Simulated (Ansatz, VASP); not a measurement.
# Rb3Pt: VASP beside Ansatz

File INCAR:

```
SYSTEM = Rb3Pt
  PREC = Accurate
  ENCUT = 520
  EDIFF = 1E-7
  ISMEAR = 0
  SIGMA = 0.1
  LREAL = .False.
  LASPH = .True.
  NELM = 100
  ALGO = Normal
  ISIF = 2
  LWAVE = .False.
  LCHARG = .False.
  GGA = PE
  NBANDS = 26
```

Contents of KPOINTS:

```
Automatic mesh
0
Gamma
  4 4 4
  0 0 0
```

The input POSCAR:

```
Rb3Pt
1.0
    5.6749533275      0.0000000000      0.0000000000
    0.0000000000      5.6749533275      0.0000000000
    0.0000000000      0.0000000000      5.6749533275
Rb Pt
3 1
Direct
    0.0000000000      0.0000000000      0.5000000000
    0.0000000000      0.5000000000      0.0000000000
    0.5000000000      0.0000000000      0.0000000000
    0.5000000000      0.5000000000      0.5000000000
```

Input for Ansatz:

```yaml
crystal:
  lattice:
    - [5.6749533275, 0.0, 0.0]
    - [0.0, 5.6749533275, 0.0]
    - [0.0, 0.0, 5.6749533275]
  atoms:
    - { symbol: Rb, position: [0.0, 0.0, 0.5] }
    - { symbol: Rb, position: [0.0, 0.5, 0.0] }
    - { symbol: Rb, position: [0.5, 0.0, 0.0] }
    - { symbol: Pt, position: [0.5, 0.5, 0.5] }
basis:
  ecutwfc: 420
kpoints:
  mp_grid: { grid: [4, 4, 4] }
hamiltonian:
  xc: pbe
scf:
  occupations: { method: gaussian, width: 0.1 }
output:
  forces: true
  stress: true
  eigenvalues: true
```

Alike in both runs: task single point; functional PBE; k mesh 4 × 4 × 4; occupations gaussian, width 0.1 eV; no spin polarisation.

|  | VASP | Ansatz |
| --- | --- | --- |
| version | VASP 6.6.1 | Ansatz 0.2.0 |
| potentials or method | VASP PAW PBE potentials, release 64 (Rb_sv, Pt), cutoff 520 eV | scalar-relativistic, plane waves, PAW |
| valence electrons in the cell | 37 | 45 |

|  | VASP | Ansatz | Ansatz less VASP |
| --- | --- | --- | --- |
| gap on the k mesh at the Fermi level (eV) | none | none | - |
| pressure (GPa) | -0.8 | -0.8 | 0.00 |

A gap of «none» marks a metal or a gap that the smearing closes. VASP's potentials hold 37 valence electrons a cell and Ansatz's 45, so a difference there can come from the potentials and not from the codes.

Spin-orbit coupling is off throughout.
